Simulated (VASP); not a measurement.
# VWC2 (R-3m) in VASP: notebook, part 2 of 2

VASP 6.6.1.

**5. Single point, LDA, collinear spin, ferromagnetic start**

This run uses another cell than the first one, of 9.64 Å³/atom.

INCAR

```
  PREC = Accurate
  ENCUT = 520
  EDIFF = 1E-6
  ISMEAR = -1
  SIGMA = 0.05
  LREAL = F
  LASPH = T
  NELM = 150
  ALGO = Normal
  ISIF = 2
  LWAVE = F
  LCHARG = F
  ISPIN = 2
  MAGMOM = 0 2 0 0
  LORBIT = 11
  LMAXMIX = 4
  NBANDS = 30
```

KPOINTS

```
regular mesh
0
Gamma
  10 10 10
```

POSCAR

```
VWC2
1.0
    1.5068593255      0.8699856372      4.9007788181
   -1.5068593255      0.8699856372      4.9007788181
    0.0000000000     -1.7399712744      4.9007788181
W V C
1 1 2
Direct
    0.0000000000      0.0000000000      0.0000000000
    0.5000000000      0.5000000000      0.5000000000
    0.2464940000      0.2464940000      0.2464940000
    0.7535060000      0.7535060000      0.7535060000
```

Launch:

```console
> cat potpaw_LDA.64/W_sv/POTCAR potpaw_LDA.64/V_sv/POTCAR potpaw_LDA.64/C/POTCAR > POTCAR
> mpirun -np 1 vasp_std > vasp.out
```

It took 19 min on 1 thread of Oxide Virtual Turin-like, shared host; peak memory 0.33 GiB.

The run converged. Its results:

* Free energy: -45.0733 eV
* Pressure: -8.8 GPa
* Largest force: 0.005 eV/Å
* Net moment: 0.00 μB per cell
* Valence electrons inside the program's atomic spheres: W 12.20; V 11.75; C 2.44

Forces in eV/Å, atoms in the order of the input:
```
W    0.000  0.000  0.000
V    0.000  0.000  0.000
C    0.000  0.000 -0.005
C    0.000  0.000  0.005
```

Stress tensor (GPa, compression positive):
```
-8.60  0.00  0.00
 0.00 -8.60  0.00
 0.00  0.00 -9.21
```

Levels at points of the mesh, in eV from the Fermi level:
Spin up:
| k point | band 15 | band 16 | band 17 | band 18 | band 19 | band 20 | band 21 | band 22 |
| --- | --- | --- | --- | --- | --- | --- | --- | --- |
| (0.00, 0.00, 0.00) | -1.89 | -1.81 | -0.47 | -0.47 | -0.07 | -0.07 | -0.02 | 1.10 |
| (0.50, 0.00, 0.00) | -4.56 | -3.76 | -0.84 | -0.56 | 0.93 | 1.57 | 2.18 | 3.11 |
| (0.50, 0.50, 0.00) | -4.53 | -1.78 | -1.74 | 0.72 | 0.93 | 1.01 | 1.69 | 2.36 |
| (0.50, 0.50, 0.50) | -3.72 | -3.72 | -0.60 | -0.60 | -0.37 | -0.37 | 0.65 | 1.28 |
Spin down:
```
           k point  band 14  band 15  band 16  band 17  band 18  band 19  band 20  band 21  band 22  band 23
(0.00, 0.00, 0.00)    -1.89    -1.89    -1.81    -0.47    -0.47    -0.07    -0.07    -0.02     1.10     1.10
(0.50, 0.00, 0.00)    -4.73    -4.56    -3.76    -0.84    -0.56     0.93     1.57     2.18     3.11     3.79
(0.50, 0.50, 0.00)    -5.19    -4.53    -1.78    -1.74     0.72     0.93     1.01     1.69     2.36     3.05
(0.50, 0.50, 0.50)    -4.73    -3.72    -3.72    -0.60    -0.60    -0.37    -0.37     0.65     1.28     4.06
```

Caveat: the cell stands under tension; the moments typed at the start vanished in this run; spin-orbit coupling is left out, which moves the levels of the heavy elements.

**6. Single point, LDA, collinear spin, ferromagnetic start**

This run uses another cell than the first one, of 10.03 Å³/atom.

INCAR

```
SYSTEM = VWC2
ALGO = Fast
EDIFF = 1E-6
ENCUT = 520
ISIF = 2
ISMEAR = -1
ISPIN = 2
LASPH = .TRUE.
LCHARG = .FALSE.
LMAXMIX = 4
LORBIT = 11
LREAL = .FALSE.
LWAVE = .FALSE.
MAGMOM = 0 2 0 0
NBANDS = 30
NELM = 150
PREC = Accurate
SIGMA = 0.05
```

KPOINTS

```
k-points
0
G
  10 10 10
  0 0 0
```

POSCAR

```
VWC2
1.0
    1.5270880390      0.8816646904      4.9665689346
   -1.5270880390      0.8816646904      4.9665689346
    0.0000000000     -1.7633293808      4.9665689346
W V C
1 1 2
Direct
    0.0000000000      0.0000000000      0.0000000000
    0.5000000000      0.5000000000      0.5000000000
    0.2464940000      0.2464940000      0.2464940000
    0.7535060000      0.7535060000      0.7535060000
```

Potentials or basis: VASP PAW LDA potentials, release 64 (W_sv, V_sv, C).

Launch:

```console
> cat potpaw_LDA.64/W_sv/POTCAR potpaw_LDA.64/V_sv/POTCAR potpaw_LDA.64/C/POTCAR > POTCAR
> mpirun -np 1 vasp_std > vasp.out
```

Wall time 17 min (1 thread of Oxide Virtual Turin-like, shared host); peak memory 0.35 GiB.

It converged, with:

```yaml
Free_energy: -44.9255 eV
Pressure: -21.3 GPa
Largest_force: 0.179 eV/Å
Net_moment: 0.00 μB per cell
Valence_electrons_inside_the_program's_atomic_spheres: W 12.10; V 11.66; C 2.40
```

Forces on the atoms (eV/Å):
```
W    0.000  0.000  0.000
V    0.000  0.000  0.000
C    0.000  0.000  0.179
C    0.000  0.000 -0.179
```

Stress tensor (GPa, compression positive):
```
-21.24   0.00   0.00
  0.00 -21.24   0.00
  0.00   0.00 -21.46
```

Levels at points of the mesh, in eV from the Fermi level:
Spin up:
| k point | band 14 | band 15 | band 16 | band 17 | band 18 | band 19 | band 20 | band 21 | band 22 | band 23 |
| --- | --- | --- | --- | --- | --- | --- | --- | --- | --- | --- |
| (0.00, 0.00, 0.00) | -1.79 | -1.79 | -1.71 | -0.45 | -0.45 | -0.03 | -0.03 | 0.02 | 1.03 | 1.03 |
| (0.50, 0.00, 0.00) | -4.54 | -4.40 | -3.60 | -0.82 | -0.52 | 0.87 | 1.47 | 2.03 | 2.92 | 3.60 |
| (0.50, 0.50, 0.00) | -5.09 | -4.29 | -1.73 | -1.68 | 0.67 | 0.87 | 0.94 | 1.58 | 2.21 | 2.86 |
| (0.50, 0.50, 0.50) | -4.55 | -3.55 | -3.55 | -0.57 | -0.57 | -0.35 | -0.35 | 0.63 | 1.20 | 3.89 |
Spin down:
| k point | band 14 | band 15 | band 16 | band 17 | band 18 | band 19 | band 20 | band 21 | band 22 | band 23 |
| --- | --- | --- | --- | --- | --- | --- | --- | --- | --- | --- |
| (0.00, 0.00, 0.00) | -1.79 | -1.79 | -1.71 | -0.45 | -0.45 | -0.03 | -0.03 | 0.02 | 1.03 | 1.03 |
| (0.50, 0.00, 0.00) | -4.54 | -4.40 | -3.60 | -0.82 | -0.52 | 0.87 | 1.47 | 2.03 | 2.92 | 3.60 |
| (0.50, 0.50, 0.00) | -5.09 | -4.29 | -1.73 | -1.68 | 0.67 | 0.87 | 0.94 | 1.58 | 2.21 | 2.86 |
| (0.50, 0.50, 0.50) | -4.55 | -3.55 | -3.55 | -0.57 | -0.57 | -0.35 | -0.35 | 0.63 | 1.20 | 3.89 |

Caveat: the cell stands under tension; the moments typed at the start vanished in this run; spin-orbit coupling is left out, which moves the levels of the heavy elements.

**7. Single point, LDA, collinear spin, ferromagnetic start**

This run uses another cell than the first one, of 10.23 Å³/atom.

INCAR

```
PREC = Accurate ; ENCUT = 520
EDIFF = 1E-6 ; ISMEAR = -1
SIGMA = 0.05 ; LREAL = F
LASPH = T ; NELM = 150
ALGO = Normal ; ISIF = 2
LWAVE = F ; LCHARG = F
ISPIN = 2 ; MAGMOM = 0 2 0 0
LORBIT = 11 ; LMAXMIX = 4
NBANDS = 30
```

KPOINTS

```
Automatic mesh
0
Gamma
  10 10 10
```

POSCAR

```
VWC2
1.0
    1.5370044730      0.8873899462      4.9988202859
   -1.5370044730      0.8873899462      4.9988202859
    0.0000000000     -1.7747798924      4.9988202859
W V C
1 1 2
Direct
    0.0000000000      0.0000000000      0.0000000000
    0.5000000000      0.5000000000      0.5000000000
    0.2464940000      0.2464940000      0.2464940000
    0.7535060000      0.7535060000      0.7535060000
```

Launch:

```console
> cat potpaw_LDA.64/W_sv/POTCAR potpaw_LDA.64/V_sv/POTCAR potpaw_LDA.64/C/POTCAR > POTCAR
> mpirun -np 1 vasp_std > vasp.out
```

Run time: 19 min. Hardware: 1 thread of Oxide Virtual Turin-like, shared host; peak memory 0.34 GiB.

The run converged. Its results:

```yaml
Free_energy: -44.8090 eV
Pressure: -26.5 GPa
Largest_force: 0.259 eV/Å
Net_moment: 0.00 μB per cell
Valence_electrons_inside_the_program's_atomic_spheres: W 12.05; V 11.62; C 2.38
```

Forces on the atoms (eV/Å):
```
W    0.000  0.000  0.000
V    0.000  0.000  0.000
C    0.000  0.000  0.259
C    0.000  0.000 -0.259
```

Levels at points of the mesh, in eV from the Fermi level:
Spin up:
| k point | band 16 | band 17 | band 18 | band 19 | band 20 | band 21 |
| --- | --- | --- | --- | --- | --- | --- |
| (0.00, 0.00, 0.00) | -1.66 | -0.44 | -0.44 | -0.01 | -0.01 | 0.04 |
| (0.50, 0.00, 0.00) | -3.53 | -0.80 | -0.51 | 0.84 | 1.43 | 1.96 |
| (0.50, 0.50, 0.00) | -1.71 | -1.66 | 0.64 | 0.84 | 0.91 | 1.53 |
| (0.50, 0.50, 0.50) | -3.46 | -0.55 | -0.55 | -0.34 | -0.34 | 0.62 |
Spin down:
```
           k point  band 14  band 15  band 16  band 17  band 18  band 19  band 20  band 21  band 22  band 23
(0.00, 0.00, 0.00)    -1.74    -1.74    -1.66    -0.44    -0.44    -0.01    -0.01     0.04     0.99     0.99
(0.50, 0.00, 0.00)    -4.45    -4.32    -3.53    -0.80    -0.51     0.84     1.43     1.96     2.82     3.52
(0.50, 0.50, 0.00)    -5.03    -4.18    -1.71    -1.66     0.64     0.84     0.91     1.53     2.13     2.77
(0.50, 0.50, 0.50)    -4.45    -3.46    -3.46    -0.55    -0.55    -0.34    -0.34     0.62     1.16     3.81
```

Caveat: the cell stands under tension; the moments typed at the start vanished in this run; spin-orbit coupling is left out, which moves the levels of the heavy elements.

**8. The runs side by side**

| task | level | potentials or basis | cell | cutoff (eV) | gap on the mesh (eV) | pressure (GPa) | moment (μB) | relaxed volume (Å³/atom) | largest force (eV/Å) |
| --- | --- | --- | --- | --- | --- | --- | --- | --- | --- |
| relaxation of cell and atoms | PBEsol | VASP PAW PBE potentials, release 64 (W_sv, V_sv, C) | relaxed from a = 5.236 Å, angles 33.7°, 4 atoms | 600 | none | 0.1 | 0.00 | 9.54 | - |
| relaxation of cell and atoms | PBEsol+D3(BJ) | VASP PAW PBE potentials, release 64 (W_sv, V_sv, C) | relaxed from a = 5.236 Å, angles 33.7°, 4 atoms | 600 | none | 0.0 | 0.00 | 9.35 | - |
| single point | LDA | VASP PAW LDA potentials, release 64 (W_sv, V_sv, C) | a = 5.165 Å, angles 33.7°, 4 atoms | 520 | none | -1.4 | 0.00 | - | 0.11 |
| single point | LDA | VASP PAW LDA potentials, release 64 (W_sv, V_sv, C) | a = 5.200 Å, angles 33.7°, 4 atoms | 520 | none | -8.8 | 0.00 | - | 0.01 |
| single point | LDA | VASP PAW LDA potentials, release 64 (W_sv, V_sv, C) | a = 5.270 Å, angles 33.7°, 4 atoms | 520 | none | -21.3 | 0.00 | - | 0.18 |
| single point | LDA | VASP PAW LDA potentials, release 64 (W_sv, V_sv, C) | a = 5.305 Å, angles 33.7°, 4 atoms | 520 | none | -26.5 | 0.00 | - | 0.26 |

Alike in all rows: spin collinear, ferromagnetic start; k mesh 10 × 10 × 10; smearing fermi-dirac 0.05 eV.

Caveats: the moments typed at the start vanished in this run; spin-orbit coupling is left out, which moves the levels of the heavy elements; the cell stands under tension (at least some runs); the PAW data sets were made with another functional, which shifts forces and pressure a little (at least some runs).

Absolute energies hang on the potentials; compare differences alone.
